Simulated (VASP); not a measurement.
# Hf2NbN2 (I4/mmm) in VASP: single point with PBE

Aim: the single point of Hf2NbN2 with PBE.

Everything below comes from runs of VASP 6.6.1. Logs are shortened: lines on timing, memory, paths and dates and some standing lists are left out, and cuts for length are marked.

## (1) The cell of the first run

The structure is tetragonal, space group I4/mmm (No. 139). Conventional cell: a = 5.285 Å, b = 5.285 Å, c = 5.422 Å, α = 90.00°, β = 90.00°, γ = 90.00°. Within 3.8 Å of Hf (site symmetry -4m2) lie 6 Hf at 2.71 to 3.74 Å and 8 N at 2.73 to 3.33 Å and 4 Nb at 2.97 Å. Nb (site symmetry 4/mmm) has 2 N at 2.04 Å within 2.7 Å. Within 1.8 Å of N (site symmetry 4mm) lie 1 N at 1.34 Å.

## (2) Single point, PBE

The input, POSCAR:

```
Hf2NbN2
1.0
   -2.6425030837      2.6425030837      2.7110274601
    2.6425030837     -2.6425030837      2.7110274601
    2.6425030837      2.6425030837     -2.7110274601
Hf Nb N
2 1 2
Direct
    0.2500000000      0.7500000000      0.5000000000
    0.7500000000      0.2500000000      0.5000000000
    0.5000000000      0.5000000000      0.0000000000
    0.1234578582      0.1234578582      0.0000000000
    0.8765421418      0.8765421418      0.0000000000
```

The input, INCAR.step1:

```
SYSTEM = Hf2NbN2
PREC     = Accurate       ! precision mode
ENCUT    = 520            ! plane-wave cutoff, eV
EDIFF    = 1E-6           ! SCF threshold, eV
ISMEAR   = 0              ! smearing method
SIGMA    = 0.1            ! smearing width, eV
LREAL    = .False.        ! projectors in reciprocal space
LASPH    = .True.         ! aspherical terms in the spheres
NELM     = 60             ! most SCF steps
ALGO     = Normal         ! electronic algorithm
ISIF     = 2              ! what is computed and relaxed
LWAVE    = .False.        ! write WAVECAR
LCHARG   = .True.         ! write CHGCAR
LMAXMIX  = 4              ! l up to which the mixer works
GGA      = PE             ! functional
NBANDS   = 30             ! bands
```

The input, KPOINTS.step1:

```
regular mesh
0
Gamma
  10 10 10
  0 0 0
```

The input, INCAR.step2:

```
SYSTEM = Hf2NbN2
PREC     = Accurate       ! precision mode
ENCUT    = 520            ! plane-wave cutoff, eV
EDIFF    = 1E-6           ! SCF threshold, eV
ISMEAR   = -5             ! smearing method
SIGMA    = 0.1            ! smearing width, eV
LREAL    = .False.        ! projectors in reciprocal space
LASPH    = .True.         ! aspherical terms in the spheres
NELM     = 60             ! most SCF steps
ALGO     = Normal         ! electronic algorithm
ISIF     = 2              ! what is computed and relaxed
LWAVE    = .False.        ! write WAVECAR
LCHARG   = .False.        ! write CHGCAR
LMAXMIX  = 4              ! l up to which the mixer works
GGA      = PE             ! functional
LORBIT   = 11             ! projections on sites
NEDOS    = 2001           ! points of the DOS
ICHARG   = 11             ! starting density
```

The input, KPOINTS.step2:

```
regular mesh
0
Gamma
  15 15 15
  0 0 0
```

Potentials or basis: VASP PAW PBE potentials, release 64 (Hf_pv, Nb_sv, N).

The run is started by

```
cat potpaw_PBE.64/Hf_pv/POTCAR potpaw_PBE.64/Nb_sv/POTCAR potpaw_PBE.64/N/POTCAR > POTCAR
cp INCAR.step1 INCAR
cp KPOINTS.step1 KPOINTS
mpirun -np 1 vasp_std > vasp.out
cp INCAR.step2 INCAR
cp KPOINTS.step2 KPOINTS
mpirun -np 1 vasp_std > vasp.out
```

OUTCAR:

```text
SYSTEM = Hf2NbN2
   PREC = Accurate
   ENCUT = 520
   EDIFF = 1E-6
   ISMEAR = -5
   LREAL = .False.
   LASPH = .True.
   NELM = 60
   ISIF = 2
   GGA = PE
   LORBIT = 11
   ICHARG = 11

 ion  position               nearest neighbor table
   1  0.250  0.750  0.500-   2 2.71   2 2.71   4 2.73   5 2.73   4 2.73   5 2.73   3 2.97   3 2.97
                             3 2.97   3 2.97   2 3.74   2 3.74   2 3.74   2 3.74
   2  0.750  0.250  0.500-   1 2.71   1 2.71   4 2.73   5 2.73   4 2.73   5 2.73   3 2.97   3 2.97
                             3 2.97   3 2.97   1 3.74   1 3.74   1 3.74   1 3.74
   3  0.500  0.500  0.000-   4 2.04   5 2.04   1 2.97   2 2.97   1 2.97   2 2.97   1 2.97   2 2.97
                             1 2.97   2 2.97
   4  0.123  0.123  0.000-   5 1.34   3 2.04   2 2.73   1 2.73   1 2.73   2 2.73
   5  0.877  0.877  0.000-   4 1.34   3 2.04   2 2.73   1 2.73   1 2.73   2 2.73

  LATTYP: Found a body centered tetragonal cell.
 ALAT       =     5.2850061674
 C/A-ratio  =     1.0259316164

  Lattice vectors:

 A1 = (  -2.6425030837,   2.6425030837,   2.7110274601)
 A2 = (   2.6425030837,  -2.6425030837,   2.7110274601)
 A3 = (   2.6425030837,   2.6425030837,  -2.7110274601)

Analysis of symmetry for initial positions (statically):
=====================================================================
 Subroutine PRICEL returns:
 Original cell was already a primitive cell.

 Routine SETGRP: Setting up the symmetry group for a
 body centered tetragonal supercell.

 Subroutine GETGRP returns: Found 16 space group operations
 (whereof 16 operations were pure point group operations)
 out of a pool of 16 trial point group operations.

The static configuration has the point symmetry D_4h.

Analysis of symmetry for dynamics (positions and initial velocities):
=====================================================================
 Subroutine PRICEL returns:
 Original cell was already a primitive cell.

 Routine SETGRP: Setting up the symmetry group for a
 body centered tetragonal supercell.

 Subroutine GETGRP returns: Found 16 space group operations
 (whereof 16 operations were pure point group operations)
 out of a pool of 16 trial point group operations.

The dynamic configuration has the point symmetry D_4h.

 Subroutine INISYM returns: Found 16 space group operations
 (whereof 16 operations are pure point group operations),
 and found     1 'primitive' translations

----------------------------------------------------------------------------------------

                                     Primitive cell

  volume of cell :      75.7225

  direct lattice vectors                    reciprocal lattice vectors
    -2.642503084  2.642503084  2.711027460     0.000000000  0.189214538  0.184431920
     2.642503084 -2.642503084  2.711027460     0.189214538  0.000000000  0.184431920
     2.642503084  2.642503084 -2.711027460     0.189214538  0.189214538  0.000000000

  length of vectors
     4.616851198  4.616851198  4.616851198     0.264229587  0.264229587  0.267589766

  position of ions in fractional coordinates (direct lattice)
     0.250000000  0.750000000  0.500000000
     0.750000000  0.250000000  0.500000000
     0.500000000  0.500000000  0.000000000
     0.123457858  0.123457858  0.000000000
     0.876542142  0.876542142  0.000000000

  ion indices of the primitive-cell ions
   primitive index   ion index
                 1           1
                 2           2
                 3           3
                 4           4
                 5           5

----------------------------------------------------------------------------------------

 KPOINTS: regular mesh

Automatic generation of k-mesh.
 Grid dimensions read from file:
 generate k-points for:   15   15   15

 Generating k-lattice:

  Cartesian coordinates                     Fractional coordinates (reciprocal lattice)
     0.000000000  0.012614303  0.012295461     0.066666667  0.000000000 -0.000000000
     0.012614303  0.000000000  0.012295461     0.000000000  0.066666667 -0.000000000
     0.012614303  0.012614303  0.000000000     0.000000000  0.000000000  0.066666667

  Length of vectors
     0.017615306  0.017615306  0.017839318

  Shift w.r.t. Gamma in fractional coordinates (k-lattice)
     0.000000000  0.000000000  0.000000000

 TETIRR: Found   4311 inequivalent tetrahedra from    20250

 Subroutine IBZKPT returns following result:
 ===========================================

 Found    288 irreducible k-points:

 Following reciprocal coordinates:
            Coordinates               Weight
  0.000000  0.000000  0.000000      1.000000
  0.066667  0.000000  0.000000      8.000000
  0.133333  0.000000 -0.000000      8.000000
  0.200000  0.000000  0.000000      8.000000
  0.266667  0.000000 -0.000000      8.000000
  0.333333  0.000000  0.000000      8.000000
[... 16 lines left out ...]
  0.133333  0.133333 -0.000000      8.000000
  0.200000  0.133333  0.000000     16.000000
 [... further k-points ...]
   k-points           NKPTS =    288   k-points in BZ     NKDIM =    288   number of bands    NBANDS=     25
   number of dos      NEDOS =   2001   number of ions     NIONS =      5
   total plane-waves  NPLWV =  46656
   dimension x,y,z NGX =    36 NGY =   36 NGZ =   36
   dimension x,y,z NGXF=    72 NGYF=   72 NGZF=   72
   ions per type =               2   1   2
   NGX,Y,Z   is equivalent  to a cutoff of  12.96, 12.96, 12.96 a.u.
   NGXF,Y,Z  is equivalent  to a cutoff of  25.93, 25.93, 25.93 a.u.
 SYSTEM =  Hf2NbN2
   PREC   = accura    normal or accurate (medium, high low for compatibility)
   ISTART =      0    job   : 0-new  1-cont  2-samecut
   ICHARG =     11    charge: 1-file 2-atom 10-const
   ISPIN  =      1    spin polarized calculation?
   LNONCOLLINEAR =      F non collinear calculations
   LSORBIT =      F    spin-orbit coupling
   LASPH  =      T    aspherical Exc in radial PAW
   ENCUT  =  520.0 eV  38.22 Ry    6.18 a.u.   8.58  8.58  8.58*2*pi/ulx,y,z
   NELM   =     60;   NELMIN=  2; NELMDL=  0     # of ELM steps
   EDIFF  = 0.1E-05   stopping-criterion for ELM
   LREAL  =      F    real-space projection
   EDIFFG = 0.1E-04   stopping-criterion for IOM
   NSW    =      0    number of steps for IOM
   IBRION =     -1    ionic relax: 0-MD 1-quasi-New 2-CG
   NFREE  =      0    steps in history (QN), initial steepest desc. (CG)
   ISIF   =      2    stress and relaxation
   ISYM   =      2    0-nonsym 1-usesym 2-fastsym
   POTIM  = 0.5000    time-step for ionic-motion
   TEBEG  =    0.0;   TEEND  =   0.0 temperature during run
   PSTRESS=    0.0 pullay stress
   NELECT =      43.0000    total number of electrons
   NUPDOWN=      -1.0000    fix difference up-down
   EMIN   =  10.00;   EMAX   =-10.00  energy-range for DOS
   EFERMI =   0.00;   METHOD = LEGACY
   ISMEAR =    -5;   SIGMA  =   0.10  broadening in eV -4-tet -1-fermi 0-gaus
   EFERMI_NEDOS =   21; number of points for ismear=-14 and -15
   IALGO  =     38    algorithm
   IMIX   =      4    mixing-type and parameters
     AMIX     =   0.40;   BMIX     =  1.00
     AMIX_MAG =   1.60;   BMIX_MAG =  1.00
  volume/ion in A,a.u.               =      15.14       102.20
  Fermi-wavevector in a.u.,A,eV,Ry     =   1.355676  2.561857 25.005580  1.837858
  Thomas-Fermi vector in A             =   2.482744
   LORBIT       =     11    0 simple, 1 ext, 2 COOP (PROOUT), +10 PAW based schemes
   GGA     = PE    functional components
   LHFCALC =     F    Hartree Fock is set to
   AEXX    =    0.0000 exact exchange contribution
   IVDW    =     0    specifies the selected vdW correction
   LEPSILON=     F    determine dielectric tensor
   LRPA    =     F    only Hartree local field effects (RPA)
 non-spin polarized calculation
 Fermi weights with tetrahedron method with Bloechl corrections
  energy-cutoff  :      520.00
  volume of cell :       75.72
 maximum number of plane-waves:      2052

 number of electron      43.0000003 magnetization

 Free energy of the ion-electron system (eV)
  ---------------------------------------------------
  ext. energy  EPLUGINS =         0.00000000
  ---------------------------------------------------
  free energy    TOTEN  =       -45.42020817 eV

  energy without entropy =      -45.42020817  energy(sigma->0) =      -45.42020817

 E-fermi :   7.0356     XC(G=0): -11.7388

 val. band max:        7.0522929733   @ k =  -0.2000  -0.4000   0.0667
 cond. band min:       6.9989258439   @ k =  -0.0667   0.2667   0.0667
 fundamental gap:     -0.0533671294
 Fermi energy:         7.0355541869

 k-point     1 :       0.0000    0.0000    0.0000
  band No.  band energies     occupation
      1     -47.4152      2.00000
      2     -24.3710      2.00000
      3     -24.0684      2.00000
      4     -23.9470      2.00000
      5     -23.9470      2.00000
      6     -23.6217      2.00000
[... 17 lines left out ...]
     24      10.0195      0.00000
     25      10.0528      0.00000

 k-point     2 :       0.0667    0.0000    0.0000
  band No.  band energies     occupation
      1     -47.4153      2.00000
      2     -24.3577      2.00000
      3     -24.0743      2.00000
      4     -23.9474      2.00000
      5     -23.9379      2.00000
      6     -23.6253      2.00000
[... 17 lines left out ...]
     24       9.9675      0.00000
     25      10.0371      0.00000

 k-point     3 :       0.1333    0.0000   -0.0000
  band No.  band energies     occupation
      1     -47.4153      2.00000
      2     -24.3181      2.00000
      3     -24.0906      2.00000
      4     -23.9487      2.00000
      5     -23.9115      2.00000
      6     -23.6348      2.00000
[... 17 lines left out ...]
     24       9.7565      0.00000
     25       9.8795      0.00000

 k-point     4 :       0.2000    0.0000    0.0000
  band No.  band energies     occupation
      1     -47.4153      2.00000
      2     -24.2528      2.00000
      3     -24.1141      2.00000
      4     -23.9508      2.00000
      5     -23.8706      2.00000
      6     -23.6480      2.00000
[... 17 lines left out ...]
     24       9.3714      0.00000
     25       9.8265      0.00000
[... 477 lines left out ...]
 k-point    22 :      -0.0667    0.0667    0.0000
  band No.  band energies     occupation
      1     -47.4153      2.00000
      2     -24.3763      2.00000
      3     -24.0790      2.00000
      4     -23.9438      2.00000
      5     -23.9381      2.00000
      6     -23.6184      2.00000
[... 17 lines left out ...]
     24      10.0249      0.00000
     25      10.1490      0.00000

 k-point    23 :       0.1333    0.1333   -0.0000
  band No.  band energies     occupation
      1     -47.4153      2.00000
      2     -24.1526      2.00000
      3     -24.1171      2.00000
      4     -23.9181      2.00000
      5     -23.8910      2.00000
      6     -23.6596      2.00000
[... 17 lines left out ...]
     24       9.2014      0.00000
     25       9.2957      0.00000

 k-point    24 :       0.2000    0.1333    0.0000
  band No.  band energies     occupation
      1     -47.4154      2.00000
      2     -24.1418      2.00000
      3     -24.0488      2.00000
      4     -23.9135      2.00000
      5     -23.8473      2.00000
      6     -23.6697      2.00000
[... 17 lines left out ...]
     24       8.7995      0.00000
     25       9.1309      0.00000

 [... further k-points ...]

------------------------ aborting loop because EDIFF is reached ----------------------------------------

  FORCE on cell =-STRESS in cart. coord.  units (eV):
  Direction    XX          YY          ZZ          XY          YZ          ZX
  --------------------------------------------------------------------------------------
  -------------------------------------------------------------------------------------
  Total       -0.4623201     -0.4623201     -0.2604709      0.0000000      0.0000000      0.0000000
  in kB       -9.7820172     -9.7820172     -5.5111830      0.0000000      0.0000000      0.0000000
  external PRESSURE =      -8.3584058 kB  Pullay stress =       0.0000000 kB

 VOLUME and BASIS-vectors are now :
 -----------------------------------------------------------------------------
  energy-cutoff  :      520.00
  volume of cell :       75.72
      direct lattice vectors                 reciprocal lattice vectors
    -2.642503084  2.642503084  2.711027460     0.000000000  0.189214538  0.184431920
     2.642503084 -2.642503084  2.711027460     0.189214538  0.000000000  0.184431920
     2.642503084  2.642503084 -2.711027460     0.189214538  0.189214538  0.000000000

 POSITION                                       TOTAL-FORCE (eV/Angst)
 -----------------------------------------------------------------------------------
      2.64250     -0.00000      1.35551         0.000000      0.000000      0.000000
     -0.00000      2.64250      1.35551         0.000000      0.000000      0.000000
      0.00000      0.00000      2.71103         0.000000      0.000000      0.000000
      0.00000      0.00000      0.66940        -0.000000     -0.000000      0.143711
      0.00000      0.00000      4.75266         0.000000      0.000000     -0.143711
 -----------------------------------------------------------------------------------
    total drift:                                0.000000      0.000000      0.000000

  FREE ENERGIE OF THE ION-ELECTRON SYSTEM (eV)
  ---------------------------------------------------
  free  energy   TOTEN  =       -45.4202081685 eV

  energy  without entropy=      -45.4202081685  energy(sigma->0) =      -45.42020817

 total charge

# of ion       s       p       d       tot
------------------------------------------
    1        0.372   6.296   1.711   8.379
    2        0.372   6.296   1.711   8.379
    3        2.217   6.021   2.611  10.849
    4        1.258   2.442   0.000   3.700
    5        1.258   2.442   0.000   3.700
--------------------------------------------------
tot          5.478  23.496   6.034  35.008
```

It took 11 min on 1 thread of Intel Xeon Platinum 8488C (Sapphire Rapids), shared host; peak memory 0.62 GiB.

What came out:

| Quantity | Value |
| --- | --- |
| Valence electrons inside the program's atomic spheres | Hf 8.38; Nb 10.85; N 3.70 |

Levels at points of the mesh, in eV from the Fermi level:
| k point | band 19 | band 20 | band 21 | band 22 | band 23 | band 24 |
| --- | --- | --- | --- | --- | --- | --- |
| (0.00, 0.00, 0.00) | -3.01 | -1.02 | -0.84 | -0.84 | -0.50 | 2.98 |

Caveat: spin-orbit coupling is left out, which moves the levels of the heavy elements; tetrahedron occupations give inexact forces and stress in metals.
